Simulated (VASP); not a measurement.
Write the native input for VASP 6.6.1 that does the following.

```yaml
Task: single point
Functional: r2SCAN
Potentials_or_basis: VASP PAW PBE potentials, release 64 (Sr_sv, Ti_sv, O)
Cutoff: 660 eV
k_mesh: 6 × 6 × 6
Occupations: gaussian, width 0.03 eV
Spin: no spin polarisation
Dipole_correction: no
Further_INCAR_settings: ALGO = Normal; EDIFF = 1e-06; NBANDS = 28
```

SrTiO3:

```
CELL_PARAMETERS angstrom
3.90500 0.00000 0.00000
0.00000 3.90500 0.00000
0.00000 0.00000 3.90500
ATOMIC_POSITIONS crystal
Sr 0.00000 0.00000 0.00000
Ti 0.50000 0.50000 0.50000
O 0.50000 0.50000 0.00000
O 0.50000 0.00000 0.50000
O 0.00000 0.50000 0.50000
```

These files were run (other wordings do the same):

POSCAR

```
SrTiO3
1.0
    3.9050000000      0.0000000000      0.0000000000
    0.0000000000      3.9050000000      0.0000000000
    0.0000000000      0.0000000000      3.9050000000
Sr Ti O
1 1 3
Direct
    0.0000000000      0.0000000000      0.0000000000
    0.5000000000      0.5000000000      0.5000000000
    0.5000000000      0.5000000000      0.0000000000
    0.5000000000      0.0000000000      0.5000000000
    0.0000000000      0.5000000000      0.5000000000
```

INCAR.step1

```
SYSTEM = SrTiO3
PREC = Accurate ; ENCUT = 660
ISMEAR = 0 ; SIGMA = 0.03
LREAL = .False. ; LASPH = .True.
NELM = 120 ; NBANDS = 28
GGA = PE ; ALGO = Normal
EDIFF = 1E-5 ; LWAVE = .True.
LCHARG = .False. ; GGA_COMPAT = .False.
```

INCAR.step2

```
SYSTEM = SrTiO3
PREC = Accurate ; ENCUT = 660
EDIFF = 1E-6 ; ISMEAR = 0
SIGMA = 0.03 ; LREAL = .False.
LASPH = .True. ; NELM = 120
ALGO = Normal ; ISIF = 2
LWAVE = .False. ; LCHARG = .False.
METAGGA = R2SCAN ; LMIXTAU = .True.
NBANDS = 28 ; ISTART = 1
GGA_COMPAT = .False.
```

KPOINTS

```
regular mesh
0
Gamma
  6 6 6
  0 0 0
```

Potentials or basis: VASP PAW PBE potentials, release 64 (Sr_sv, Ti_sv, O).

The run is started by

```sh
$ cat potpaw_PBE.64/Sr_sv/POTCAR potpaw_PBE.64/Ti_sv/POTCAR potpaw_PBE.64/O/POTCAR > POTCAR
$ cp INCAR.step1 INCAR
$ mpirun -np 1 vasp_std > vasp.out
$ cp INCAR.step2 INCAR
$ mpirun -np 1 vasp_std > vasp.out
```

It gave:

The pressure is 1.0 GPa. The band gap on the k mesh is 2.28 eV, indirect (least direct gap 2.66 eV).

Caveat: the PAW data sets were made with another functional, which shifts forces and pressure a little.

It took 110 s on 1 thread of Intel(R) Xeon(R) Platinum 8488C (Sapphire Rapids), on a shared host, peak memory 0.23 GiB.
